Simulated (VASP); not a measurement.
# Ru in VASP: settings compared

Aim: see how the results for Ru move with the level of theory and the settings. Levels: PBEsol, LDA. Tasks: single point, relaxation of the atoms.

Program: VASP 6.6.1. These are calculated values, not measurements. Logs are shortened: lines on timing, memory, paths and dates and some standing lists are left out, and cuts for length are marked.

## Step 1: The cell of the first run

The cell holds a slab with vacuum, 6 atoms: a = 2.691 Å, b = 2.691 Å, c = 34.619 Å, α = 90.00°, β = 90.00°, γ = 60.00°.

## Step 2: Single point, PBEsol

Contents of INCAR:

```
  ALGO = Normal
  DIPOL = 0.5 0.5 0.500
  EDIFF = 1E-7
  ENCUT = 520
  GGA = PS
  IDIPOL = 3
  ISIF = 2
  ISMEAR = 1
  LASPH = T
  LCHARG = F
  LDIPOL = T
  LREAL = F
  LWAVE = F
  NBANDS = 51
  NELM = 60
  PREC = Accurate
  SIGMA = 0.1
```

Contents of KPOINTS:

```
k-points
0
Gamma
  14 14 1
```

Contents of POSCAR:

```
Ru
1.0
    2.6907711210      0.0000000000      0.0000000000
    1.3453855600      2.3302761460      0.0000000000
    0.0000000000      0.0000000000     34.6192533580
Ru
6
Direct
    0.6666666667      0.6666666667      0.3466279263
    0.0000000000      0.0000000000      0.4079767558
    0.6666666667      0.6666666667      0.4693255853
    0.0000000000      0.0000000000      0.5306744147
    0.6666666667      0.6666666667      0.5920232442
    0.0000000000      0.0000000000      0.6533720737
```

Potentials or basis: VASP PAW PBE potentials, release 64 (Ru_pv).

The run is started by

```sh
> cat potpaw_PBE.64/Ru_pv/POTCAR > POTCAR
> mpirun -np 1 vasp_std > vasp.out
```

OUTCAR:

```text
EDIFF = 1E-7
   ENCUT = 520
   GGA = PS
   ISIF = 2
   ISMEAR = 1
   LASPH = T
   LREAL = F
   NELM = 60
   PREC = Accurate

 ion  position               nearest neighbor table
   1  0.667  0.667  0.347-   2 2.63   2 2.63   2 2.63
   2  0.000  0.000  0.408-   1 2.63   3 2.63   1 2.63   3 2.63   1 2.63   3 2.63
   3  0.667  0.667  0.469-   4 2.63   4 2.63   4 2.63   2 2.63   2 2.63   2 2.63
   4  0.000  0.000  0.531-   3 2.63   3 2.63   3 2.63   5 2.63   5 2.63   5 2.63
   5  0.667  0.667  0.592-   4 2.63   6 2.63   4 2.63   6 2.63   4 2.63   6 2.63
   6  0.000  0.000  0.653-   5 2.63   5 2.63   5 2.63

  LATTYP: Found a hexagonal cell.
 ALAT       =     2.6907711203
 C/A-ratio  =    12.8659227451

  Lattice vectors:

 A1 = (  -1.3453855600,  -2.3302761460,   0.0000000000)
 A2 = (   2.6907711210,   0.0000000000,   0.0000000000)
 A3 = (   0.0000000000,   0.0000000000,  34.6192533580)

Analysis of symmetry for initial positions (statically):
=====================================================================
 Subroutine PRICEL returns:
 Original cell was already a primitive cell.

 Routine SETGRP: Setting up the symmetry group for a
 hexagonal supercell.

 Subroutine GETGRP returns: Found 12 space group operations
 (whereof  6 operations were pure point group operations)
 out of a pool of 24 trial point group operations.

The static configuration has the point symmetry C_3v.
 The point group associated with its full space group is D_3d.

Analysis of symmetry for dynamics (positions and initial velocities):
=====================================================================
 Subroutine PRICEL returns:
 Original cell was already a primitive cell.

 Routine SETGRP: Setting up the symmetry group for a
 hexagonal supercell.

 Subroutine GETGRP returns: Found 12 space group operations
 (whereof  6 operations were pure point group operations)
 out of a pool of 24 trial point group operations.

The dynamic configuration has the point symmetry C_3v.
 The point group associated with its full space group is D_3d.

 Subroutine INISYM returns: Found 12 space group operations
 (whereof  6 operations are pure point group operations),
 and found     1 'primitive' translations

----------------------------------------------------------------------------------------

                                     Primitive cell

  volume of cell :     217.0710

[... 102 lines left out ...]
   ISYM   =      2    0-nonsym 1-usesym 2-fastsym
   POTIM  = 0.5000    time-step for ionic-motion
   TEBEG  =    0.0;   TEEND  =   0.0 temperature during run
   PSTRESS=    0.0 pullay stress
   NELECT =      84.0000    total number of electrons
   NUPDOWN=      -1.0000    fix difference up-down
   EMIN   =  10.00;   EMAX   =-10.00  energy-range for DOS
   EFERMI =   0.00;   METHOD = LEGACY
   ISMEAR =     1;   SIGMA  =   0.10  broadening in eV -4-tet -1-fermi 0-gaus
   EFERMI_NEDOS =   21; number of points for ismear=-14 and -15
   IALGO  =     38    algorithm
   IMIX   =      4    mixing-type and parameters
     AMIX     =   0.40;   BMIX     =  1.00
     AMIX_MAG =   1.60;   BMIX_MAG =  1.00
  volume/ion in A,a.u.               =      36.18       244.14
  Fermi-wavevector in a.u.,A,eV,Ry     =   1.192982  2.254410 19.363902  1.423207
  Thomas-Fermi vector in A             =   2.329007
   LORBIT       =      0    0 simple, 1 ext, 2 COOP (PROOUT), +10 PAW based schemes
   GGA     = PS    functional components
   LHFCALC =     F    Hartree Fock is set to
   AEXX    =    0.0000 exact exchange contribution
   IVDW    =     0    specifies the selected vdW correction
   LEPSILON=     F    determine dielectric tensor
   LRPA    =     F    only Hartree local field effects (RPA)
 non-spin polarized calculation
 Methfessel and Paxton  Order N= 1 SIGMA  =   0.10
  energy-cutoff  :      520.00
  volume of cell :      217.07
 maximum number of plane-waves:      5919
   NGX =  9   NGY =  9   NGZ =129

 number of electron      83.9999991 magnetization

 dipolmoment           0.000000      0.000000     -0.000002 electrons x Angstroem

 Free energy of the ion-electron system (eV)
  ---------------------------------------------------
  ext. energy  EPLUGINS =         0.00000000
  ---------------------------------------------------
  free energy    TOTEN  =       -58.57896573 eV

  energy without entropy =      -58.57325669  energy(sigma->0) =      -58.57706271

 E-fermi :   1.5397     XC(G=0):  -5.9072

 val. band max:        1.5253710538   @ k =   0.2857   0.1429   0.0000
 cond. band min:       1.5408422793   @ k =   0.4286   0.1429   0.0000
 fundamental gap:      0.0154712255
 Fermi energy:         1.5397258916

 k-point     1 :       0.0000    0.0000    0.0000
  band No.  band energies     occupation
      1     -42.1144      2.00000
      2     -41.9357      2.00000
      3     -41.5806      2.00000
      4     -41.2181      2.00000
      5     -41.2099      2.00000
      6     -41.2099      2.00000
[... 1285 lines left out ...]
     50       8.7719      0.00000
     51       8.8912      0.00000

------------------------ aborting loop because EDIFF is reached ----------------------------------------

 vacuum level on the upper side and lower side of the slab       (xc-potential included)        -0.008        -0.008

  FORCE on cell =-STRESS in cart. coord.  units (eV):
  Direction    XX          YY          ZZ          XY          YZ          ZX
  --------------------------------------------------------------------------------------
  -------------------------------------------------------------------------------------
  Total       -4.0541215     -4.0541215     -3.6515107      0.0000000      0.0000000     -0.0000000
  in kB      -29.9230254    -29.9230254    -26.9513987      0.0000000      0.0000000     -0.0000000
  external PRESSURE =     -28.9324832 kB  Pullay stress =       0.0000000 kB

 VOLUME and BASIS-vectors are now :
 -----------------------------------------------------------------------------
  energy-cutoff  :      520.00
  volume of cell :      217.07
      direct lattice vectors                 reciprocal lattice vectors
     2.690771121  0.000000000  0.000000000     0.371640677 -0.214566845  0.000000000
     1.345385560  2.330276146  0.000000000     0.000000000  0.429133689  0.000000000
     0.000000000  0.000000000 34.619253358     0.000000000  0.000000000  0.028885661

 POSITION                                       TOTAL-FORCE (eV/Angst)
 -----------------------------------------------------------------------------------
      2.69077      1.55352     12.00000        -0.000000     -0.000000      0.882143
      0.00000      0.00000     14.12385        -0.000000     -0.000000     -0.808857
      2.69077      1.55352     16.24770        -0.000000     -0.000000     -0.302355
      0.00000      0.00000     18.37155         0.000000      0.000000      0.302355
      2.69077      1.55352     20.49540         0.000000     -0.000000      0.808857
      0.00000      0.00000     22.61925         0.000000      0.000000     -0.882143
 -----------------------------------------------------------------------------------
    total drift:                               -0.000001     -0.000001     -0.000278

  FREE ENERGIE OF THE ION-ELECTRON SYSTEM (eV)
  ---------------------------------------------------
  free  energy   TOTEN  =       -58.5789657253 eV

  energy  without entropy=      -58.5732566944  energy(sigma->0) =      -58.57706271

 vacuum level on the upper side and lower side of the slab         6.767         6.767
```

OSZICAR:

```text
N       E                     dE             d eps       ncg     rms          rms(c)
DAV:   1     0.884644201214E+03    0.88464E+03   -0.53150E+04  3152   0.156E+03
DAV:   2    -0.351168057587E+02   -0.91976E+03   -0.89181E+03  2688   0.468E+02
DAV:   3    -0.625531831237E+02   -0.27436E+02   -0.26350E+02  3127   0.781E+01
[... 24 lines left out ...]
DAV:  28    -0.585789641741E+02   -0.27654E-05   -0.79587E-08  1402   0.153E-03    0.958E-04
DAV:  29    -0.585789648830E+02   -0.70895E-06   -0.31749E-08  1348   0.103E-03    0.305E-04
DAV:  30    -0.585789654057E+02   -0.52268E-06   -0.21823E-08  1355   0.595E-04    0.213E-04
DAV:  31    -0.585789656441E+02   -0.23843E-06   -0.61966E-09  1276   0.279E-04    0.848E-05
DAV:  32    -0.585789657253E+02   -0.81167E-07   -0.27571E-09  1259   0.132E-04
   1 F= -.58578966E+02 E0= -.58577063E+02  d E =-.570903E-02
```

stdout:

```text
POSCAR found type information on POSCAR Ru
 POSCAR found :  1 types and       6 ions
 scaLAPACK will be used
 -----------------------------------------------------------------------------
|                                                                             |
|                                                                             |
|     You enforced a specific xc type in the INCAR file but a different       |
|     I HOPE YOU KNOW WHAT YOU ARE DOING!                                     |
|                                                                             |
 -----------------------------------------------------------------------------

 LDA part: xc-table for (Slater+PW92), standard interpolation
 POSCAR, INCAR and KPOINTS ok, starting setup
 FFT: planning ... GRIDC
 FFT: planning ... GRID_SOFT
 FFT: planning ... GRID
 WAVECAR not read
 entering main loop
```

Run time: 19 min. Hardware: 1 thread of Intel Xeon 8259CL, shared host; peak memory 0.42 GiB.

Results:

```
Free energy            : -58.5790 eV
Largest force          : 0.882 eV/Å
Band gap on the k mesh : zero (bands 42 and 43 overlap by 2.63 eV)
```

Forces on the atoms (eV/Å):
```
Ru   0.000  0.000  0.882
Ru   0.000  0.000 -0.809
Ru   0.000  0.000 -0.302
Ru   0.000  0.000  0.302
Ru   0.000  0.000  0.809
Ru   0.000  0.000 -0.882
```

Levels at points of the mesh, in eV from the Fermi level:
```csv
k point,band 39,band 40,band 41,band 42,band 43,band 44
"(0.00, 0.00, 0.00)",-1.98,-1.98,-1.11,-1.11,-0.81,-0.44
"(0.50, 0.00, 0.00)",0.81,0.82,1.21,1.49,1.51,1.70
```

Caveat: the PAW data sets were made with another functional, which shifts forces and pressure a little.

## Step 3: Relaxation of the atoms, LDA

This run uses another cell than the first one.

Contents of INCAR:

```
SYSTEM = Ru
  PREC = Accurate
  ENCUT = 520
  EDIFF = 1E-7
  ISMEAR = 1
  SIGMA = 0.1
  LREAL = .False.
  LASPH = .True.
  NELM = 60
  ALGO = Normal
  ISIF = 2
  LWAVE = .False.
  LCHARG = .False.
  LDIPOL = .True.
  IDIPOL = 3
  DIPOL = 0.5 0.5 0.500
  GGA = CA
  IBRION = 2
  NSW = 60
  EDIFFG = -0.01
  LUSENCCL = .False.
```

Contents of KPOINTS:

```
regular mesh
0
Gamma
  14 14 1
  0 0 0
```

Contents of POSCAR:

```
Ru
1.0
    2.6750546290      0.0000000000      0.0000000000
    1.3375273140      2.3166652650      0.0000000000
    0.0000000000      0.0000000000     26.5570939800
Ru
6
Direct
    0.6666666667      0.6666666667      0.3012377787
    0.0000000000      0.0000000000      0.3807426672
    0.6666666667      0.6666666667      0.4602475557
    0.0000000000      0.0000000000      0.5397524443
    0.6666666667      0.6666666667      0.6192573328
    0.0000000000      0.0000000000      0.6987622213
```

Potentials or basis: VASP PAW LDA potentials, release 64 (Ru_pv).

The run is started by

```sh
> cat potpaw_LDA.64/Ru_pv/POTCAR > POTCAR
> mpirun -np 1 vasp_std > vasp.out
```

Wall time 13 min (1 × NVIDIA H100 80GB with 1 thread of AMD EPYC 7R13 (Zen 3), shared host); peak memory 1.4 GiB.

Results (log left out):

```yaml
Free_energy: -61.7141 eV
Energy_gained_by_relaxing: 13.6 meV/atom
Ionic_steps: 8
Largest_force_after_relaxing: 0.006 eV/Å
Band_gap_on_the_k_mesh: zero (bands 42 and 43 overlap by 2.67 eV)
```

Forces on the atoms (eV/Å):
```
Ru   0.000  0.000 -0.005
Ru   0.000  0.000  0.002
Ru   0.000  0.000  0.006
Ru   0.000  0.000 -0.006
Ru   0.000  0.000 -0.002
Ru   0.000  0.000  0.005
```

The path:
```tsv
step	energy change (eV)	largest force (eV/Å)	pressure (GPa)
1	0.0000	0.8701	-3.57
2	-0.0756	0.2221	-2.30
3	-0.0759	0.2029	-2.39
4	-0.0794	0.0601	-2.23
5	-0.0794	0.0596	-2.22
6	-0.0801	0.0468	-2.12
7	-0.0814	0.0186	-1.82
8	-0.0815	0.0064	-1.69
```

Final structure:
```xyz
6
Lattice="2.6751 0.0000 0.0000 1.3375 2.3167 0.0000 0.0000 0.0000 26.5571" Properties=species:S:1:pos:R:3 pbc="T T T"
Ru    2.6751    1.5444    8.0638
Ru    4.0126    2.3167   10.0934
Ru    2.6751    1.5444   12.2054
Ru    1.3375    2.3167   14.3517
Ru    2.6751    1.5444   16.4637
Ru    4.0126    2.3167   18.4933
```

Levels at points of the mesh, in eV from the Fermi level:
| k point | band 38 | band 39 | band 40 | band 41 | band 42 | band 43 | band 44 | band 45 |
| --- | --- | --- | --- | --- | --- | --- | --- | --- |
| (0.00, 0.00, 0.00) | -2.13 | -2.13 | -2.12 | -1.18 | -1.18 | -0.89 | -0.58 | -0.58 |
| (0.50, 0.00, 0.00) | -0.29 | 0.76 | 0.91 | 1.24 | 1.46 | 1.47 | 1.72 | 1.76 |

## Step 4: Relaxation of the atoms, PBEsol

This run uses another cell than the first one.

Contents of INCAR:

```
SYSTEM = Ru
PREC = Accurate ; ENCUT = 520
EDIFF = 1E-6 ; ISMEAR = 1
SIGMA = 0.1 ; LREAL = .False.
LASPH = .True. ; NELM = 60
ALGO = Normal ; ISIF = 2
LWAVE = .False. ; LCHARG = .False.
LDIPOL = .True. ; IDIPOL = 3
DIPOL = 0.5 0.5 0.500 ; GGA = PS
IBRION = 2 ; NSW = 60
EDIFFG = -0.01 ; LUSENCCL = .False.
```

KPOINTS is that of step 3.

Contents of POSCAR:

```
Ru
1.0
    2.6907711210      0.0000000000      0.0000000000
    1.3453855600      2.3302761460      0.0000000000
    0.0000000000      0.0000000000     26.6192533580
Ru
6
Direct
    0.6666666667      0.6666666667      0.3005343498
    0.0000000000      0.0000000000      0.3803206099
    0.6666666667      0.6666666667      0.4601068700
    0.0000000000      0.0000000000      0.5398931300
    0.6666666667      0.6666666667      0.6196793901
    0.0000000000      0.0000000000      0.6994656502
```

Potentials or basis: VASP PAW PBE potentials, release 64 (Ru_pv).

The run is started by

```sh
> cat potpaw_PBE.64/Ru_pv/POTCAR > POTCAR
> mpirun -np 1 vasp_std > vasp.out
```

Run time: 17 min. Hardware: 1 × NVIDIA H100 80GB with 1 thread of AMD EPYC 7R13 (Zen 3), shared host; peak memory 1.4 GiB.

Results (log left out):

```yaml
Free_energy: -58.6676 eV
Energy_gained_by_relaxing: 14.3 meV/atom
Ionic_steps: 11
Largest_force_after_relaxing: 0.004 eV/Å
Band_gap_on_the_k_mesh: zero (bands 42 and 43 overlap by 2.59 eV)
```

Forces in eV/Å, atoms in the order of the input:
```
Ru   0.000  0.000  0.002
Ru   0.000  0.000 -0.001
Ru   0.000  0.000  0.004
Ru   0.000  0.000 -0.004
Ru   0.000  0.000  0.001
Ru   0.000  0.000 -0.002
```

Step by step:
```
step  energy change (eV)  largest force (eV/Å)  pressure (GPa)
   1              0.0000                0.8824           -3.77
   2             -0.0783                0.1901           -2.58
   3             -0.0783                0.1920           -2.59
   4             -0.0823                0.0715           -2.42
   5             -0.0824                0.0732           -2.39
   6             -0.0835                0.0607           -2.27
   7             -0.0854                0.0191           -1.90
   8             -0.0855                0.0118           -1.78
   9             -0.0855                0.0139           -1.79
  10             -0.0855                0.0173           -1.82
  11             -0.0856                0.0037           -1.80
```

Final structure:
```cif
data_structure
_symmetry_space_group_name_H-M 'P 1'
_symmetry_Int_Tables_number 1
_cell_length_a 2.6908
_cell_length_b 2.6908
_cell_length_c 26.6193
_cell_angle_alpha 90.000
_cell_angle_beta 90.000
_cell_angle_gamma 60.000
_cell_volume 166.91
loop_
_atom_site_label
_atom_site_type_symbol
_atom_site_fract_x
_atom_site_fract_y
_atom_site_fract_z
_atom_site_occupancy
Ru1 Ru 0.66667 0.66667 0.30321 1
Ru2 Ru 0.00000 0.00000 0.37980 1
Ru3 Ru 0.66667 0.66667 0.45950 1
Ru4 Ru 0.00000 0.00000 0.54050 1
Ru5 Ru 0.66667 0.66667 0.62020 1
Ru6 Ru 0.00000 0.00000 0.69679 1
```

Levels at points of the mesh, in eV from the Fermi level:
| k point | band 37 | band 38 | band 39 | band 40 | band 41 | band 42 | band 43 | band 44 | band 45 | band 46 |
| --- | --- | --- | --- | --- | --- | --- | --- | --- | --- | --- |
| (0.00, 0.00, 0.00) | -2.22 | -2.09 | -2.08 | -2.08 | -1.15 | -1.15 | -0.89 | -0.57 | -0.57 | 0.26 |
| (0.50, 0.00, 0.00) | -0.34 | -0.29 | 0.72 | 0.88 | 1.21 | 1.41 | 1.42 | 1.67 | 1.70 | 1.84 |

Caveat: the PAW data sets were made with another functional, which shifts forces and pressure a little.

(Continued in part 2 of 2.)
